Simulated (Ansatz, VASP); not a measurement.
**One calculation of Rb2CdPtC6N6, two programs**

File INCAR:

```
SYSTEM = Rb2CdPtC6N6
  PREC = Accurate
  ENCUT = 520
  EDIFF = 1E-7
  ISMEAR = 0
  SIGMA = 0.1
  LREAL = Auto
  LASPH = .True.
  NELM = 60
  ALGO = Normal
  ISIF = 2
  LWAVE = .False.
  LCHARG = .False.
  GGA = PE
  NBANDS = 61
```

KPOINTS

```
Automatic mesh
0
Gamma
  4 4 4
  0 0 0
```

File POSCAR:

```
Rb2CdPtC6N6
1.0
    0.0000000000      5.1785000000      5.1785000000
    5.1785000000      0.0000000000      5.1785000000
    5.1785000000      5.1785000000      0.0000000000
Rb Cd Pt C N
2 1 1 6 6
Direct
    0.2500000000      0.2500000000      0.2500000000
    0.7500000000      0.7500000000      0.7500000000
    0.0000000000      0.0000000000      0.0000000000
    0.5000000000      0.5000000000      0.5000000000
    0.8067973400      0.1932026600      0.1932026600
    0.1932026600      0.8067973400      0.1932026600
    0.1932026600      0.1932026600      0.8067973400
    0.1932026600      0.8067973400      0.8067973400
    0.8067973400      0.1932026600      0.8067973400
    0.8067973400      0.8067973400      0.1932026600
    0.6938302600      0.3061697400      0.3061697400
    0.3061697400      0.6938302600      0.3061697400
    0.3061697400      0.3061697400      0.6938302600
    0.3061697400      0.6938302600      0.6938302600
    0.6938302600      0.3061697400      0.6938302600
    0.6938302600      0.6938302600      0.3061697400
```

Input for Ansatz:

```yaml
crystal:
  lattice:
    - [0.0, 5.1785, 5.1785]
    - [5.1785, 0.0, 5.1785]
    - [5.1785, 5.1785, 0.0]
  atoms:
    - { symbol: Rb, position: [0.25, 0.25, 0.25] }
    - { symbol: Rb, position: [0.75, 0.75, 0.75] }
    - { symbol: Cd, position: [0.0, 0.0, 0.0] }
    - { symbol: Pt, position: [0.5, 0.5, 0.5] }
    - { symbol: C, position: [0.80679734, 0.19320266, 0.19320266] }
    - { symbol: C, position: [0.19320266, 0.80679734, 0.19320266] }
    - { symbol: C, position: [0.19320266, 0.19320266, 0.80679734] }
    - { symbol: C, position: [0.19320266, 0.80679734, 0.80679734] }
    - { symbol: C, position: [0.80679734, 0.19320266, 0.80679734] }
    - { symbol: C, position: [0.80679734, 0.80679734, 0.19320266] }
    - { symbol: "N", position: [0.69383026, 0.30616974, 0.30616974] }
    - { symbol: "N", position: [0.30616974, 0.69383026, 0.30616974] }
    - { symbol: "N", position: [0.30616974, 0.30616974, 0.69383026] }
    - { symbol: "N", position: [0.30616974, 0.69383026, 0.69383026] }
    - { symbol: "N", position: [0.69383026, 0.30616974, 0.69383026] }
    - { symbol: "N", position: [0.69383026, 0.69383026, 0.30616974] }
basis:
  ecutwfc: 420
kpoints:
  mp_grid: { grid: [4, 4, 4] }
hamiltonian:
  xc: pbe
scf:
  occupations: { method: gaussian, width: 0.1 }
  lower_state_search: "off"
output:
  forces: true
  stress: true
  eigenvalues: true
```

Alike in both runs: task single point; functional PBE; k mesh 4 × 4 × 4; occupations gaussian, width 0.1 eV; no spin polarisation.

|  | VASP | Ansatz |
| --- | --- | --- |
| version | VASP 6.6.1 | Ansatz 0.2.0 |
| potentials or method | VASP PAW PBE potentials, release 64 (Rb_sv, Cd, Pt, C, N), cutoff 520 eV | scalar-relativistic, plane waves, PAW |
| valence electrons in the cell | 94 | 110 |

```csv
,VASP,Ansatz,Ansatz less VASP
gap on the k mesh at the Fermi level (eV),none,none,-
pressure (GPa),23.4,22.7,-0.69
rms of the force components (eV/Å),1.528,1.639,+0.1111
```

Atom by atom the forces differ by 0.150 eV/Å (rms over components). A gap of «none» marks a metal or a gap that the smearing closes. VASP's potentials hold 94 valence electrons a cell and Ansatz's 110, so a difference there can come from the potentials and not from the codes.

Neither program's run includes spin-orbit coupling. Noted on VASP's run: the standard files for N, O and F lose accuracy on very short bonds.
